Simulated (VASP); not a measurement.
Write the native input for VASP 6.6.1 that does the following.

- Task: single point
- Functional: r2SCAN
- Potentials or basis: VASP PAW PBE potentials, release 64 (Cs_sv, Cl)
- Cutoff: 520 eV
- k mesh: 6 × 6 × 6
- Occupations: gaussian, width 0.05 eV
- Spin: no spin polarisation
- Dipole correction: no
- Further INCAR settings: ALGO = Normal; EDIFF = 1e-06; NBANDS = 15

CsCl:

```
Cs Cl
1.0
     4.12300    0.00000    0.00000
     0.00000    4.12300    0.00000
     0.00000    0.00000    4.12300
Cs Cl
1 1
Direct
  0.00000 0.00000 0.00000
  0.50000 0.50000 0.50000
```

The input as run:

POSCAR

```
CsCl
1.0
    4.1230000000      0.0000000000      0.0000000000
    0.0000000000      4.1230000000      0.0000000000
    0.0000000000      0.0000000000      4.1230000000
Cs Cl
1 1
Direct
    0.0000000000      0.0000000000      0.0000000000
    0.5000000000      0.5000000000      0.5000000000
```

INCAR.step1

```
SYSTEM = CsCl
  PREC = Accurate
  ENCUT = 520
  ISMEAR = 0
  SIGMA = 0.05
  LREAL = .False.
  LASPH = .True.
  NELM = 60
  NBANDS = 15
  GGA = PE
  ALGO = Normal
  EDIFF = 1E-4
  LWAVE = .True.
  LCHARG = .False.
```

INCAR.step2

```
SYSTEM = CsCl
  PREC = Accurate
  ENCUT = 520
  EDIFF = 1E-6
  ISMEAR = 0
  SIGMA = 0.05
  LREAL = .False.
  LASPH = .True.
  NELM = 60
  ALGO = Normal
  ISIF = 2
  LWAVE = .False.
  LCHARG = .False.
  METAGGA = R2SCAN
  LMIXTAU = .True.
  NBANDS = 15
  ISTART = 1
```

KPOINTS

```
Automatic mesh
0
Gamma
  6 6 6
  0 0 0
```

Potentials or basis: VASP PAW PBE potentials, release 64 (Cs_sv, Cl).

Run with:

```bash
$ cat potpaw_PBE.64/Cs_sv/POTCAR potpaw_PBE.64/Cl/POTCAR > POTCAR
$ cp INCAR.step1 INCAR
$ mpirun -np 1 vasp_std > vasp.out
$ cp INCAR.step2 INCAR
$ mpirun -np 1 vasp_std > vasp.out
```

Results of the run:

```yaml
Pressure: 0.3 GPa
Band_gap_on_the_k_mesh: 5.90 eV, direct
```

Caveat: the PAW data sets were made with another functional, which shifts forces and pressure a little; spin-orbit coupling is left out, which moves the levels of the heavy elements.

Run time: 46 s on 1 thread of Intel(R) Xeon(R) Platinum 8259CL CPU @ 2.50GHz (Skylake/Cascade Lake), with other jobs on the host, peak memory 0.18 GiB.
